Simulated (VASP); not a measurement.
Crystal: AgCl (Chlorargyrite).

```
CELL_PARAMETERS angstrom
0.00000 2.77317 2.77317
2.77317 0.00000 2.77317
2.77317 2.77317 0.00000
ATOMIC_POSITIONS crystal
Ag 0.00000 0.00000 0.00000
Cl 0.50000 0.50000 0.50000
```

Base run:

- Program: VASP 6.6.1
- Functional: PBE
- Potentials or basis: VASP PAW PBE potentials, release 64 (Ag, Cl)
- Cutoff: 520 eV
- k mesh: 8 × 8 × 8
- Occupations: gaussian, width 0.01 eV
- Spin: no spin polarisation

Its results: band gap on the k mesh 0.91 eV, indirect (least direct gap 3.18 eV); pressure 1.5 GPa.

Problem. The run is repeated on the same cell with these changes: functional from PBE to r2SCAN; k mesh from 8 × 8 × 8 to 6 × 6 × 6. What comes out?

Solution. Band gap on the k mesh 1.42 eV, indirect (least direct gap 3.80 eV); pressure -0.1 GPa.

Several settings changed at once, so the effect can't be laid on one alone.

Caveats: the PAW data sets were made with another functional, which shifts forces and pressure a little (some runs).

A k mesh can miss the band edges.
